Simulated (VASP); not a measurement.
A run of VASP 6.6.1 is set up as follows.

INCAR

```
PREC     = Accurate       # precision mode
ENCUT    = 520            # plane-wave cutoff, eV
EDIFF    = 1E-6           # SCF threshold, eV
ISMEAR   = -1             # smearing method
SIGMA    = 0.05           # smearing width, eV
LREAL    = F              # projectors in reciprocal space
LASPH    = T              # aspherical terms in the spheres
NELM     = 100            # most SCF steps
ALGO     = Normal         # electronic algorithm
ISIF     = 2              # what is computed and relaxed
LWAVE    = F              # write WAVECAR
LCHARG   = F              # write CHGCAR
GGA      = PE             # functional
NBANDS   = 16             # bands
```

File KPOINTS:

```
regular mesh
0
Gamma
  13 13 12
```

POSCAR

```
AlRu
1.0
    2.4704948637      0.0000000000      0.0000000000
   -1.2352474319      2.1395113119      0.0000000000
    0.0000000000      0.0000000000      3.4220886168
Ru Al
1 1
Direct
    0.0000000000      0.0000000000      0.0000000000
    0.3333333333      0.6666666667      0.5000000000
```

Potentials or basis: VASP PAW PBE potentials, release 64 (Ru_pv, Al).

Command:

```bash
$ cat potpaw_PBE.64/Ru_pv/POTCAR potpaw_PBE.64/Al/POTCAR > POTCAR
$ mpirun -np 1 vasp_std > vasp.out
```

Q: Estimate the band gap on the k mesh.

A: Zero (an odd number of electrons rules out a gap without spin polarisation).

Q: What does it give for the pressure?

A: 224.6 GPa.

Stress tensor (GPa, compression positive):
```
224.67   0.00   0.00
  0.00 224.67   0.00
  0.00   0.00 224.55
```

Caveat: the cell stands under pressure.
